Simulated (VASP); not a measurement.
# Na (Im-3m) in VASP: further runs

Runs on Na. Level: PBEsol. Tasks: single point.

Program: VASP 6.6.1. These are calculated values, not measurements. Logs are shortened: lines on timing, memory, paths and dates and some standing lists are left out, and cuts for length are marked.

**1. The cell of the first run**

Symmetry: Im-3m, No. 229, cubic system. Conventional cell: a = 3.529 Å, b = 3.529 Å, c = 3.529 Å, α = 90.00°, β = 90.00°, γ = 90.00°. Within 4.0 Å of Na (site symmetry m-3m) lie 14 Na at 3.06 to 3.53 Å.

**2. Single point, PBEsol**

INCAR

```
PREC     = Accurate       # precision mode
ENCUT    = 520            # plane-wave cutoff, eV
EDIFF    = 1E-7           # SCF threshold, eV
ISMEAR   = -1             # smearing method
SIGMA    = 0.05           # smearing width, eV
LREAL    = False          # projectors in reciprocal space
LASPH    = True           # aspherical terms in the spheres
NELM     = 60             # most SCF steps
ALGO     = Normal         # electronic algorithm
ISIF     = 2              # what is computed and relaxed
LWAVE    = False          # write WAVECAR
LCHARG   = False          # write CHGCAR
GGA      = PS             # functional
NBANDS   = 10             # bands
```

KPOINTS

```
regular mesh
0
Gamma
  9 9 9
```

POSCAR

```
Na
1.0
   -1.7643619730      1.7643619730      1.7643619730
    1.7643619730     -1.7643619730      1.7643619730
    1.7643619730      1.7643619730     -1.7643619730
Na
1
Direct
    0.0000000000      0.0000000000      0.0000000000
```

Potentials or basis: VASP PAW PBE potentials, release 64 (Na_pv).

On the command line:

```
cat potpaw_PBE.64/Na_pv/POTCAR > POTCAR
mpirun -np 1 vasp_std > vasp.out
```

OUTCAR:

```text
PREC = Accurate
   ENCUT = 520
   EDIFF = 1E-7
   ISMEAR = -1
   LREAL = False
   LASPH = True
   NELM = 60
   ISIF = 2
   GGA = PS

 ion  position               nearest neighbor table
   1  0.000  0.000  0.000-

  LATTYP: Found a body centered cubic cell.
 ALAT       =     3.5287239460

  Lattice vectors:

 A1 = (  -1.7643619730,   1.7643619730,   1.7643619730)
 A2 = (   1.7643619730,  -1.7643619730,   1.7643619730)
 A3 = (   1.7643619730,   1.7643619730,  -1.7643619730)

Analysis of symmetry for initial positions (statically):
=====================================================================
 Subroutine PRICEL returns:
 Original cell was already a primitive cell.

 Routine SETGRP: Setting up the symmetry group for a
 body centered cubic supercell.

 Subroutine GETGRP returns: Found 48 space group operations
[... 9 lines left out ...]

 Routine SETGRP: Setting up the symmetry group for a
 body centered cubic supercell.

 Subroutine GETGRP returns: Found 48 space group operations
[... 11 lines left out ...]
                                     Primitive cell

  volume of cell :      21.9696

  direct lattice vectors                    reciprocal lattice vectors
    -1.764361973  1.764361973  1.764361973     0.000000000  0.283388561  0.283388561
     1.764361973 -1.764361973  1.764361973     0.283388561  0.000000000  0.283388561
     1.764361973  1.764361973 -1.764361973     0.283388561  0.283388561  0.000000000

  length of vectors
     3.055964580  3.055964580  3.055964580     0.400771946  0.400771946  0.400771946

  position of ions in fractional coordinates (direct lattice)
     0.000000000  0.000000000  0.000000000

  ion indices of the primitive-cell ions
   primitive index   ion index
                 1           1

----------------------------------------------------------------------------------------

 KPOINTS: regular mesh

Automatic generation of k-mesh.
 Grid dimensions read from file:
 generate k-points for:    9    9    9

 Generating k-lattice:

  Cartesian coordinates                     Fractional coordinates (reciprocal lattice)
     0.000000000  0.031487618  0.031487618     0.111111111  0.000000000  0.000000000
     0.031487618  0.000000000  0.031487618     0.000000000  0.111111111  0.000000000
     0.031487618  0.031487618  0.000000000     0.000000000  0.000000000  0.111111111

  Length of vectors
     0.044530216  0.044530216  0.044530216

  Shift w.r.t. Gamma in fractional coordinates (k-lattice)
     0.000000000  0.000000000  0.000000000

 Subroutine IBZKPT returns following result:
 ===========================================

 Found     35 irreducible k-points:

 Following reciprocal coordinates:
            Coordinates               Weight
  0.000000  0.000000  0.000000      1.000000
  0.111111  0.000000  0.000000     12.000000
  0.222222  0.000000  0.000000     12.000000
  0.333333  0.000000  0.000000     12.000000
  0.444444  0.000000  0.000000     12.000000
  0.111111  0.111111  0.000000     24.000000
[... 16 lines left out ...]
 -0.333333  0.444444  0.111111     48.000000
 -0.444444 -0.444444  0.111111     24.000000
 [... further k-points ...]
   k-points           NKPTS =     35   k-points in BZ     NKDIM =     35   number of bands    NBANDS=     10
   number of dos      NEDOS =    301   number of ions     NIONS =      1
   total plane-waves  NPLWV =  13824
   dimension x,y,z NGX =    24 NGY =   24 NGZ =   24
   dimension x,y,z NGXF=    48 NGYF=   48 NGZF=   48
   ions per type =               1
   NGX,Y,Z   is equivalent  to a cutoff of  13.06, 13.06, 13.06 a.u.
   NGXF,Y,Z  is equivalent  to a cutoff of  26.11, 26.11, 26.11 a.u.
 SYSTEM =  unknown system
   PREC   = accura    normal or accurate (medium, high low for compatibility)
   ISTART =      0    job   : 0-new  1-cont  2-samecut
   ICHARG =      2    charge: 1-file 2-atom 10-const
   ISPIN  =      1    spin polarized calculation?
   LNONCOLLINEAR =      F non collinear calculations
   LSORBIT =      F    spin-orbit coupling
   LASPH  =      T    aspherical Exc in radial PAW
   ENCUT  =  520.0 eV  38.22 Ry    6.18 a.u.   5.68  5.68  5.68*2*pi/ulx,y,z
   NELM   =     60;   NELMIN=  2; NELMDL= -5     # of ELM steps
   EDIFF  = 0.1E-06   stopping-criterion for ELM
   LREAL  =      F    real-space projection
   EDIFFG = 0.1E-05   stopping-criterion for IOM
   NSW    =      0    number of steps for IOM
   IBRION =     -1    ionic relax: 0-MD 1-quasi-New 2-CG
   NFREE  =      0    steps in history (QN), initial steepest desc. (CG)
   ISIF   =      2    stress and relaxation
   ISYM   =      2    0-nonsym 1-usesym 2-fastsym
   POTIM  = 0.5000    time-step for ionic-motion
   TEBEG  =    0.0;   TEEND  =   0.0 temperature during run
   PSTRESS=    0.0 pullay stress
   NELECT =       7.0000    total number of electrons
   NUPDOWN=      -1.0000    fix difference up-down
   EMIN   =  10.00;   EMAX   =-10.00  energy-range for DOS
   EFERMI =   0.00;   METHOD = LEGACY
   ISMEAR =    -1;   SIGMA  =   0.05  broadening in eV -4-tet -1-fermi 0-gaus
   EFERMI_NEDOS =   21; number of points for ismear=-14 and -15
   IALGO  =     38    algorithm
   IMIX   =      4    mixing-type and parameters
     AMIX     =   0.40;   BMIX     =  1.00
     AMIX_MAG =   1.60;   BMIX_MAG =  1.00
  volume/ion in A,a.u.               =      21.97       148.26
  Fermi-wavevector in a.u.,A,eV,Ry     =   1.118149  2.112996 17.010793  1.250258
  Thomas-Fermi vector in A             =   2.254778
   LORBIT       =      0    0 simple, 1 ext, 2 COOP (PROOUT), +10 PAW based schemes
   GGA     = PS    functional components
   LHFCALC =     F    Hartree Fock is set to
   AEXX    =    0.0000 exact exchange contribution
   IVDW    =     0    specifies the selected vdW correction
   LEPSILON=     F    determine dielectric tensor
   LRPA    =     F    only Hartree local field effects (RPA)
 non-spin polarized calculation
  energy-cutoff  :      520.00
  volume of cell :       21.97
 maximum number of plane-waves:       607
   NGX = 11   NGY = 11   NGZ = 11

 number of electron       6.9999988 magnetization

 Free energy of the ion-electron system (eV)
  ---------------------------------------------------
  ext. energy  EPLUGINS =         0.00000000
  ---------------------------------------------------
  free energy    TOTEN  =        -1.10664247 eV

  energy without entropy =       -1.10415629  energy(sigma->0) =       -1.10539938

 E-fermi :   2.2862     XC(G=0):  -8.0791

 val. band max:        2.1785494180   @ k =  -0.3333   0.4444   0.1111
 cond. band min:       2.4449817125   @ k =   0.4444   0.0000   0.0000
 fundamental gap:      0.2664322945
 Fermi energy:         2.2862470207

 k-point     1 :       0.0000    0.0000    0.0000
  band No.  band energies     occupation
      1     -22.3003      2.00000
      2     -22.3003      2.00000
      3     -22.3003      2.00000
      4      -2.2657      2.00000
      5      17.8427      0.00000
      6      17.8428      0.00000
      7      17.8428      0.00000
      8      19.2496      0.00000
      9      19.2496      0.00000
     10      20.0819      0.00000

 k-point     2 :       0.1111    0.0000    0.0000
  band No.  band energies     occupation
      1     -22.3249      2.00000
      2     -22.3075      2.00000
      3     -22.3005      2.00000
      4      -1.9479      2.00000
      5      14.9824      0.00000
      6      16.3543      0.00000
      7      17.4378      0.00000
      8      17.8221      0.00000
      9      18.5446      0.00000
     10      21.5147      0.00000

 k-point     3 :       0.2222    0.0000    0.0000
  band No.  band energies     occupation
      1     -22.3864      2.00000
      2     -22.3257      2.00000
      3     -22.3010      2.00000
      4      -1.0152      2.00000
      5      11.2479      0.00000
      6      14.6733      0.00000
      7      16.4670      0.00000
      8      16.7175      0.00000
      9      18.3398      0.00000
     10      22.3095      0.00000

 k-point     4 :       0.3333    0.0000    0.0000
  band No.  band energies     occupation
      1     -22.4546      2.00000
      2     -22.3463      2.00000
      3     -22.3016      2.00000
      4       0.4793      2.00000
      5       7.9207      0.00000
      6      13.5153      0.00000
      7      15.5680      0.00000
      8      16.1456      0.00000
      9      17.7633      0.00000
     10      23.3046      0.00000

 k-point     5 :       0.4444    0.0000    0.0000
  band No.  band energies     occupation
      1     -22.4982      2.00000
      2     -22.3598      2.00000
      3     -22.3020      2.00000
      4       2.4450      0.08026
      5       5.0597      0.00000
      6      12.9316      0.00000
      7      15.1244      0.00000
      8      15.8481      0.00000
      9      17.3032      0.00000
     10      23.9817      0.00000

 k-point     6 :       0.1111    0.1111    0.0000
  band No.  band energies     occupation
      1     -22.3669      2.00000
      2     -22.3159      2.00000
      3     -22.3061      2.00000
      4      -1.3228      2.00000
      5      12.7822      0.00000
      6      13.7617      0.00000
      7      16.6528      0.00000
      8      17.6341      0.00000
      9      19.2191      0.00000
     10      21.9875      0.00000

 k-point     7 :       0.2222    0.1111   -0.0000
  band No.  band energies     occupation
      1     -22.4264      2.00000
      2     -22.3383      2.00000
      3     -22.3089      2.00000
      4      -0.1102      2.00000
      5       9.6196      0.00000
      6      12.1726      0.00000
      7      15.7089      0.00000
      8      17.0638      0.00000
      9      19.5536      0.00000
     10      21.5323      0.00000

 k-point     8 :       0.3333    0.1111    0.0000
  band No.  band energies     occupation
      1     -22.4763      2.00000
      2     -22.3604      2.00000
      3     -22.3100      2.00000
      4       1.6242      2.00000
      5       6.5937      0.00000
      6      11.3357      0.00000
      7      15.0533      0.00000
      8      16.4877      0.00000
      9      19.5636      0.00000
     10      22.0266      0.00000

 k-point     9 :       0.4444    0.1111   -0.0000
  band No.  band energies     occupation
      1     -22.4956      2.00000
      2     -22.3693      2.00000
      3     -22.3103      2.00000
      4       3.4554      0.00000
      5       4.3321      0.00000
      6      11.0603      0.00000
      7      14.8196      0.00000
      8      16.2776      0.00000
      9      19.4517      0.00000
     10      22.6976      0.00000
[... 118 lines left out ...]
 k-point    19 :      -0.2222    0.2222    0.1111
  band No.  band energies     occupation
      1     -22.3862      2.00000
      2     -22.3335      2.00000
      3     -22.3190      2.00000
      4      -0.7109      2.00000
      5      11.3963      0.00000
      6      13.5354      0.00000
      7      14.6030      0.00000
      8      18.0374      0.00000
      9      18.2449      0.00000
     10      21.1568      0.00000

 k-point    20 :      -0.3333    0.3333    0.1111
  band No.  band energies     occupation
      1     -22.4498      2.00000
      2     -22.3547      2.00000
      3     -22.3187      2.00000
      4       0.7688      2.00000
      5       8.1447      0.00000
      6      12.5236      0.00000
      7      13.9693      0.00000
      8      17.6520      0.00000
      9      18.6237      0.00000
     10      20.2202      0.00000

 k-point    21 :      -0.2222    0.3333    0.1111
  band No.  band energies     occupation
      1     -22.4275      2.00000
      2     -22.3566      2.00000
      3     -22.3297      2.00000
      4       0.4778      2.00000
      5       9.5863      0.00000
      6      11.1860      0.00000
      7      14.5193      0.00000
      8      17.3272      0.00000
      9      18.0782      0.00000
     10      22.4998      0.00000

 k-point    22 :      -0.4444    0.4444    0.1111
  band No.  band energies     occupation
      1     -22.4906      2.00000
      2     -22.3685      2.00000
      3     -22.3183      2.00000
      4       2.7128      0.00039
      5       5.3240      0.00000
      6      12.0098      0.00000
      7      13.5415      0.00000
      8      17.3092      0.00000
      9      19.0824      0.00000
     10      20.2516      0.00000

 k-point    23 :      -0.3333    0.4444    0.1111
  band No.  band energies     occupation
      1     -22.4660      2.00000
      2     -22.3817      2.00000
      3     -22.3311      2.00000
      4       2.1785      1.79208
      5       7.0168      0.00000
      6       9.9758      0.00000
      7      14.4983      0.00000
      8      17.4560      0.00000
      9      17.7992      0.00000
     10      21.7384      0.00000

 k-point    24 :      -0.4444   -0.4444    0.1111
  band No.  band energies     occupation
      1     -22.4811      2.00000
      2     -22.3921      2.00000
      3     -22.3310      2.00000
      4       3.9436      0.00000
      5       4.8772      0.00000
      6       9.6503      0.00000
      7      14.3934      0.00000
      8      17.2689      0.00000
      9      18.4350      0.00000
     10      20.9804      0.00000

 [... further k-points ...]
[... 5 lines left out ...]
  --------------------------------------------------------------------------------------
  -------------------------------------------------------------------------------------
  Total        1.3755477      1.3755477      1.3755477     -0.0000000      0.0000000     -0.0000000
  in kB      100.3143798    100.3143798    100.3143798     -0.0000000      0.0000000     -0.0000000
  external PRESSURE =     100.3143798 kB  Pullay stress =       0.0000000 kB

 VOLUME and BASIS-vectors are now :
 -----------------------------------------------------------------------------
  energy-cutoff  :      520.00
  volume of cell :       21.97
      direct lattice vectors                 reciprocal lattice vectors
    -1.764361973  1.764361973  1.764361973     0.000000000  0.283388561  0.283388561
     1.764361973 -1.764361973  1.764361973     0.283388561  0.000000000  0.283388561
     1.764361973  1.764361973 -1.764361973     0.283388561  0.283388561  0.000000000

 POSITION                                       TOTAL-FORCE (eV/Angst)
 -----------------------------------------------------------------------------------
      0.00000      0.00000      0.00000        -0.000000     -0.000000      0.000000
 -----------------------------------------------------------------------------------
    total drift:                               -0.000000      0.000000      0.000000

  FREE ENERGIE OF THE ION-ELECTRON SYSTEM (eV)
  ---------------------------------------------------
  free  energy   TOTEN  =        -1.1066424707 eV

  energy  without entropy=       -1.1041562892  energy(sigma->0) =       -1.10539938
```

Wall time 4 s (1 thread of Intel Xeon Platinum 8259CL at 2.50GHz (Skylake/Cascade Lake), shared host); peak memory 0.13 GiB.

Results:

```
Free energy : -1.1066 eV
Pressure    : 10.0 GPa
```

Caveat: the PAW data sets were made with another functional, which shifts forces and pressure a little.

[end of part 1 of 2]
